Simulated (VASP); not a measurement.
# Mo (P-1) in VASP: settings compared, part 2 of 2

VASP 6.6.1. Earlier steps stand in the parts before.

### Step 6. Single point, PBE

The input, INCAR:

```
SYSTEM = Mo
  PREC = Accurate
  ENCUT = 520
  EDIFF = 1E-6
  ISMEAR = 0
  SIGMA = 0.05
  LREAL = .False.
  LASPH = .True.
  NELM = 80
  ALGO = Fast
  ISIF = 2
  LWAVE = .False.
  LCHARG = .False.
  GGA = PE
  NBANDS = 13
```

The input, KPOINTS:

```
regular mesh
0
Gamma
  15 16 14
  0 0 0
```

The input, POSCAR:

```
Mo
1.0
    2.8244807000     -0.0180516400     -0.0483609000
   -1.4278735300      2.3175461800      0.0145522700
   -0.0451728600     -0.0103847700      2.5373308300
Mo
1
Direct
    0.0000000000      0.0000000000      0.5000000000
```

Potentials or basis: VASP PAW PBE potentials, release 64 (Mo_sv).

Run with:

```console
$ cat potpaw_PBE.64/Mo_sv/POTCAR > POTCAR
$ mpirun -np 1 vasp_std > vasp.out
```

OUTCAR:

```text
SYSTEM = Mo
   PREC = Accurate
   ENCUT = 520
   EDIFF = 1E-6
   ISMEAR = 0
   LREAL = .False.
   LASPH = .True.
   NELM = 80
   ISIF = 2
   GGA = PE

 ion  position               nearest neighbor table
   1  0.000  0.000  0.500-

  LATTYP: Found a triclinic cell.
 ALAT       =     2.8249523647
 B/A-ratio  =     0.9636061948
 C/A-ratio  =     0.8983352041
 COS(alpha) =     0.0111980975
 COS(beta)  =     0.0348875442
 COS(gamma) =     0.5299847481

  Lattice vectors:

 A1 = (   2.8244807000,  -0.0180516400,  -0.0483609000)
 A2 = (   1.4278735300,  -2.3175461800,  -0.0145522700)
 A3 = (   0.0451728600,   0.0103847700,  -2.5373308300)

Analysis of symmetry for initial positions (statically):
=====================================================================
 Subroutine PRICEL returns:
 Original cell was already a primitive cell.

 Routine SETGRP: Setting up the symmetry group for a
 triclinic supercell.

 Subroutine GETGRP returns: Found  2 space group operations
 (whereof  2 operations were pure point group operations)
 out of a pool of  2 trial point group operations.

The static configuration has the point symmetry S_2 .

Analysis of symmetry for dynamics (positions and initial velocities):
=====================================================================
 Subroutine PRICEL returns:
 Original cell was already a primitive cell.

 Routine SETGRP: Setting up the symmetry group for a
 triclinic supercell.

 Subroutine GETGRP returns: Found  2 space group operations
 (whereof  2 operations were pure point group operations)
 out of a pool of  2 trial point group operations.

The dynamic configuration has the point symmetry S_2 .

 Subroutine INISYM returns: Found  2 space group operations
 (whereof  2 operations are pure point group operations),
 and found     1 'primitive' translations

----------------------------------------------------------------------------------------

                                     Primitive cell

  volume of cell :      16.5383

  direct lattice vectors                    reciprocal lattice vectors
     2.824480700 -0.018051640 -0.048360900     0.355570951  0.219026998  0.007226768
    -1.427873530  2.317546180  0.014552270     0.002799880  0.433204463  0.001822863
    -0.045172860 -0.010384770  2.537330830     0.006761037  0.001690057  0.394242231

  length of vectors
     2.824952365  2.722141599  2.537754159     0.417679008  0.433217346  0.394303822

  position of ions in fractional coordinates (direct lattice)
     0.000000000  0.000000000  0.500000000

  ion indices of the primitive-cell ions
   primitive index   ion index
                 1           1

----------------------------------------------------------------------------------------

 KPOINTS: regular mesh

Automatic generation of k-mesh.
 Grid dimensions read from file:
 generate k-points for:   15   16   14

 Generating k-lattice:

  Cartesian coordinates                     Fractional coordinates (reciprocal lattice)
     0.023704730  0.014601800  0.000481785     0.066666667  0.000000000  0.000000000
     0.000174992  0.027075279  0.000113929    -0.000000000  0.062500000  0.000000000
     0.000482931  0.000120718  0.028160159    -0.000000000  0.000000000  0.071428571

  Length of vectors
     0.027845267  0.027076084  0.028164559

  Shift w.r.t. Gamma in fractional coordinates (k-lattice)
     0.000000000  0.000000000  0.000000000

 Subroutine IBZKPT returns following result:
 ===========================================

 Found   1682 irreducible k-points:

 Following reciprocal coordinates:
            Coordinates               Weight
  0.000000  0.000000  0.000000      1.000000
  0.066667 -0.000000  0.000000      2.000000
  0.133333 -0.000000  0.000000      2.000000
  0.200000 -0.000000  0.000000      2.000000
  0.266667 -0.000000  0.000000      2.000000
  0.333333  0.000000  0.000000      2.000000
[... 16 lines left out ...]
 -0.066667  0.062500 -0.000000      2.000000
  0.000000  0.125000  0.000000      2.000000
 [... further k-points ...]
   k-points           NKPTS =   1682   k-points in BZ     NKDIM =   1682   number of bands    NBANDS=     13
   number of dos      NEDOS =    301   number of ions     NIONS =      1
   total plane-waves  NPLWV =   9600
   dimension x,y,z NGX =    24 NGY =   20 NGZ =   20
   dimension x,y,z NGXF=    48 NGYF=   40 NGZF=   40
   ions per type =               1
   NGX,Y,Z   is equivalent  to a cutoff of  14.12, 12.21, 13.10 a.u.
   NGXF,Y,Z  is equivalent  to a cutoff of  28.25, 24.43, 26.20 a.u.
 SYSTEM =  Mo
   PREC   = accura    normal or accurate (medium, high low for compatibility)
   ISTART =      0    job   : 0-new  1-cont  2-samecut
   ICHARG =      2    charge: 1-file 2-atom 10-const
   ISPIN  =      1    spin polarized calculation?
   LNONCOLLINEAR =      F non collinear calculations
   LSORBIT =      F    spin-orbit coupling
   LASPH  =      T    aspherical Exc in radial PAW
   ENCUT  =  520.0 eV  38.22 Ry    6.18 a.u.   5.25  5.06  4.72*2*pi/ulx,y,z
   NELM   =     80;   NELMIN=  2; NELMDL= -5     # of ELM steps
   EDIFF  = 0.1E-05   stopping-criterion for ELM
   LREAL  =      F    real-space projection
   EDIFFG = 0.1E-04   stopping-criterion for IOM
   NSW    =      0    number of steps for IOM
   IBRION =     -1    ionic relax: 0-MD 1-quasi-New 2-CG
   NFREE  =      0    steps in history (QN), initial steepest desc. (CG)
   ISIF   =      2    stress and relaxation
   ISYM   =      2    0-nonsym 1-usesym 2-fastsym
   POTIM  = 0.5000    time-step for ionic-motion
   TEBEG  =    0.0;   TEEND  =   0.0 temperature during run
   PSTRESS=    0.0 pullay stress
   NELECT =      14.0000    total number of electrons
   NUPDOWN=      -1.0000    fix difference up-down
   EMIN   =  10.00;   EMAX   =-10.00  energy-range for DOS
   EFERMI =   0.00;   METHOD = LEGACY
   ISMEAR =     0;   SIGMA  =   0.05  broadening in eV -4-tet -1-fermi 0-gaus
   EFERMI_NEDOS =   21; number of points for ismear=-14 and -15
   IALGO  =     68    algorithm
   IMIX   =      4    mixing-type and parameters
     AMIX     =   0.40;   BMIX     =  1.00
     AMIX_MAG =   1.60;   BMIX_MAG =  1.00
  volume/ion in A,a.u.               =      16.54       111.61
  Fermi-wavevector in a.u.,A,eV,Ry     =   1.548653  2.926529 32.631197  2.398325
  Thomas-Fermi vector in A             =   2.653572
   LORBIT       =      0    0 simple, 1 ext, 2 COOP (PROOUT), +10 PAW based schemes
   GGA     = PE    functional components
   LHFCALC =     F    Hartree Fock is set to
   AEXX    =    0.0000 exact exchange contribution
   IVDW    =     0    specifies the selected vdW correction
   LEPSILON=     F    determine dielectric tensor
   LRPA    =     F    only Hartree local field effects (RPA)
 non-spin polarized calculation
 RMM-DIIS sequential band-by-band and
 Gauss-broadening in eV      SIGMA  =   0.05
  energy-cutoff  :      520.00
  volume of cell :       16.54
 maximum number of plane-waves:       464
 NGX is ok and might be reduce to    24
   NGX = 11   NGY = 11   NGZ =  9

 number of electron      13.9999999 magnetization

 Free energy of the ion-electron system (eV)
  ---------------------------------------------------
  ext. energy  EPLUGINS =         0.00000000
  ---------------------------------------------------
  free energy    TOTEN  =       -10.07337524 eV

  energy without entropy =      -10.07234872  energy(sigma->0) =      -10.07286198

 E-fermi :  11.6341     XC(G=0): -12.9802

 val. band max:       11.6316511552   @ k =  -0.0667  -0.0000   0.2143
 cond. band min:      11.6353536710   @ k =   0.0667  -0.0000   0.2143
 fundamental gap:      0.0037025158
 Fermi energy:        11.6341198495

 k-point     1 :       0.0000    0.0000    0.0000
  band No.  band energies     occupation
      1     -49.4602      2.00000
      2     -22.8270      2.00000
      3     -22.6989      2.00000
      4     -22.6096      2.00000
      5       4.8083      2.00000
      6       7.2556      2.00000
      7      10.0243      2.00000
      8      11.3118      2.00000
      9      15.6133      0.00000
     10      15.8409      0.00000
     11      24.5312      0.00000
     12      27.5970      0.00000
     13      31.5874      0.00000
[... 354 lines left out ...]
  band No.  band energies     occupation
      1     -49.4237      2.00000
      2     -22.9310      2.00000
      3     -22.8798      2.00000
      4     -22.5862      2.00000
      5       5.4231      2.00000
      6       7.5320      2.00000
      7      10.5116      2.00000
      8      10.7329      2.00000
      9      15.2150      0.00000
     10      15.4899      0.00000
     11      26.0464      0.00000
     12      28.7574      0.00000
     13      30.0539      0.00000

 [... further k-points ...]

------------------------ aborting loop because EDIFF is reached ----------------------------------------

  FORCE on cell =-STRESS in cart. coord.  units (eV):
  Direction    XX          YY          ZZ          XY          YZ          ZX
  --------------------------------------------------------------------------------------
  -------------------------------------------------------------------------------------
  Total        0.8037449      0.4781616     -0.0314250      0.0149140     -0.0560481     -0.3155088
  in kB       77.8643087     46.3228081     -3.0443525      1.4448207     -5.4297685    -30.5655140
  external PRESSURE =      40.3809214 kB  Pullay stress =       0.0000000 kB

 VOLUME and BASIS-vectors are now :
 -----------------------------------------------------------------------------
  energy-cutoff  :      520.00
  volume of cell :       16.54
      direct lattice vectors                 reciprocal lattice vectors
     2.824480700 -0.018051640 -0.048360900     0.355570951  0.219026998  0.007226768
    -1.427873530  2.317546180  0.014552270     0.002799880  0.433204463  0.001822863
    -0.045172860 -0.010384770  2.537330830     0.006761037  0.001690057  0.394242231

 POSITION                                       TOTAL-FORCE (eV/Angst)
 -----------------------------------------------------------------------------------
     -0.02259     -0.00519      1.26867         0.000000      0.000000      0.000000
 -----------------------------------------------------------------------------------
    total drift:                               -0.000000      0.000000     -0.000000

  FREE ENERGIE OF THE ION-ELECTRON SYSTEM (eV)
  ---------------------------------------------------
  free  energy   TOTEN  =       -10.0733752412 eV

  energy  without entropy=      -10.0723487168  energy(sigma->0) =      -10.07286198
```

OSZICAR:

```text
N       E                     dE             d eps       ncg     rms          rms(c)
DAV:   1     0.111909136226E+03    0.11191E+03   -0.91455E+03 44138   0.111E+03
DAV:   2    -0.910067598950E+01   -0.12101E+03   -0.11702E+03 49052   0.331E+02
DAV:   3    -0.105308249231E+02   -0.14301E+01   -0.14263E+01 51322   0.369E+01
DAV:   4    -0.105351247574E+02   -0.42998E-02   -0.42997E-02 49502   0.228E+00
DAV:   5    -0.105351601994E+02   -0.35442E-04   -0.35443E-04 51917   0.174E-01    0.131E+01
RMM:   6    -0.101252320486E+02    0.40993E+00   -0.50063E-01 43746   0.661E+00    0.433E+00
RMM:   7    -0.100752212013E+02    0.50011E-01   -0.14316E-01 44728   0.349E+00    0.728E-01
RMM:   8    -0.100735420732E+02    0.16791E-02   -0.86557E-03 48901   0.101E+00    0.159E-01
RMM:   9    -0.100733824728E+02    0.15960E-03   -0.81784E-04 50441   0.317E-01    0.320E-02
RMM:  10    -0.100733759509E+02    0.65218E-05   -0.16094E-04 51291   0.142E-01    0.216E-02
RMM:  11    -0.100733759492E+02    0.16785E-08   -0.14582E-05 50811   0.474E-02    0.325E-03
RMM:  12    -0.100733752412E+02    0.70807E-06   -0.40881E-06 38801   0.226E-02
   1 F= -.10073375E+02 E0= -.10072862E+02  d E =-.102652E-02
```

Run time: 77 s. Hardware: 1 thread of Intel Xeon 6975P-C (Granite Rapids), shared host; peak memory 0.42 GiB.

Results:

```
Free energy            : -10.0734 eV
Pressure               : 4.0 GPa
Band gap on the k mesh : zero (band 7 reaches 12.67 eV, above the bottom of band 8 at 10.73 eV)
```

### Step 7. The runs side by side

```tsv
level	k mesh	smearing	gap on the mesh (eV)	pressure (GPa)
PBEsol	11 × 11 × 10	fermi-dirac 0.05 eV	none	-3.5
PBE	8 × 8 × 8	gaussian 0.05 eV	none	4.1
PBE	10 × 10 × 9	gaussian 0.05 eV	none	4.9
PBE	12 × 13 × 12	gaussian 0.05 eV	none	4.0
PBE	15 × 16 × 14	gaussian 0.05 eV	none	4.0
```

Alike in all rows: task single point; potentials or basis VASP PAW PBE potentials, release 64 (Mo_sv); no spin polarisation; cell as given; cutoff (eV) 520.

Every run on the cell as given and a fine mesh finds a metal. The pressure there spans -3.5 GPa (PBEsol) to 4.9 GPa (PBE); a positive pressure means that this level wants a larger cell, a negative one a smaller.

Caveats: the PAW data sets were made with another functional, which shifts forces and pressure a little (some runs).

Absolute energies hang on the potentials; compare differences alone.
